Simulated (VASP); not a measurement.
GaN: single point with BLYP

The system is GaN.

```
Ga N
1.0
     0.00000    1.99250    1.99250
     1.99250    0.00000    1.99250
     1.99250    1.99250    0.00000
Ga N
1 1
Direct
  0.50000 0.50000 0.50000
  0.00000 0.00000 0.00000
```

```
Program             : VASP 6.6.1
Task                : single point
Functional          : BLYP
Potentials or basis : VASP PAW PBE potentials, release 64 (Ga_d, N)
Cutoff              : 520 eV
k mesh              : 10 × 10 × 10
Occupations         : gaussian, width 0.05 eV
Spin                : no spin polarisation
```

```yaml
Pressure: 82.9 GPa
Band_gap_on_the_k_mesh: 1.77 eV, indirect (least direct gap 5.30 eV)
```

Levels at points of the mesh, in eV from the valence-band top:
| k point | band 7 | band 8 | band 9 | band 10 | band 11 | band 12 |
| --- | --- | --- | --- | --- | --- | --- |
| (0.00, 0.00, 0.00) | -0.75 | -0.75 | -0.75 | 4.55 | 16.19 | 16.19 |
| (0.50, 0.00, 0.00) | -9.06 | -0.12 | -0.12 | 5.80 | 10.28 | 10.28 |
| (0.50, 0.50, 0.00) | -8.39 | -3.69 | -3.69 | 1.77 | 8.58 | 13.91 |

Run time: 32 s on 1 thread of Intel(R) Xeon(R) Platinum 8488C (Sapphire Rapids) (shared host), peak memory 0.14 GiB.

Caveat: the PAW data sets were made with another functional, which shifts forces and pressure a little. Expect the measured gap to be larger: semilocal functionals such as BLYP lack the derivative discontinuity.
